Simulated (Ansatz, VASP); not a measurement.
**Ge: VASP beside Ansatz**

INCAR

```
SYSTEM = Ge
ALGO = Normal ; EDIFF = 1E-6
ENCUT = 520 ; GGA = PS
ISIF = 2 ; ISMEAR = 0
LASPH = .TRUE. ; LCHARG = .FALSE.
LREAL = .FALSE. ; LWAVE = .FALSE.
NBANDS = 13 ; NELM = 80
PREC = Accurate ; SIGMA = 0.15
```

Contents of KPOINTS:

```
k-points
0
G
  20 20 18
  0 0 0
```

The input POSCAR:

```
Ge
1.0
    1.3622202750     -2.5355031000      0.0000000000
    1.3622202750      2.5355031000      0.0000000000
    0.0000000000      0.0000000000      2.5633194500
Ge
1
Direct
    0.5000000000      0.5000000000      0.0000000000
```

Input for Ansatz:

```yaml
crystal:
  lattice:
    - [1.362220275, -2.5355031, 0.0]
    - [1.362220275, 2.5355031, 0.0]
    - [0.0, 0.0, 2.56331945]
  atoms:
    - { symbol: Ge, position: [0.5, 0.5, 0.0] }
basis:
  ecutwfc: 420
kpoints:
  mp_grid: { grid: [20, 20, 18] }
hamiltonian:
  xc: pbesol
scf:
  occupations: { method: gaussian, width: 0.15 }
output:
  forces: true
  stress: true
  eigenvalues: true
```

Change from the starting cell: strain -0.025 along x and y, -0.050 along z, atoms carried along.

Alike in both runs: task single point; functional PBEsol; k mesh 20 × 20 × 18; occupations gaussian, width 0.15 eV; no spin polarisation.

|  | VASP | Ansatz |
| --- | --- | --- |
| version | VASP 6.6.1 | Ansatz 0.2.0 |
| potentials or method | VASP PAW PBE potentials, release 64 (Ge_d), cutoff 520 eV | scalar-relativistic, plane waves, PAW |
| valence electrons in the cell | 14 | 14 |

```csv
,VASP,Ansatz,Ansatz less VASP
gap on the k mesh at the Fermi level (eV),none,none,-
pressure (GPa),3.4,3.6,+0.16
"traceless stress, the component that is largest in VASP (GPa)",3.98,4.03,+0.055
```

VASP's potentials were made for PBE, not for PBEsol. A gap of «none» marks a metal or a gap that the smearing closes.
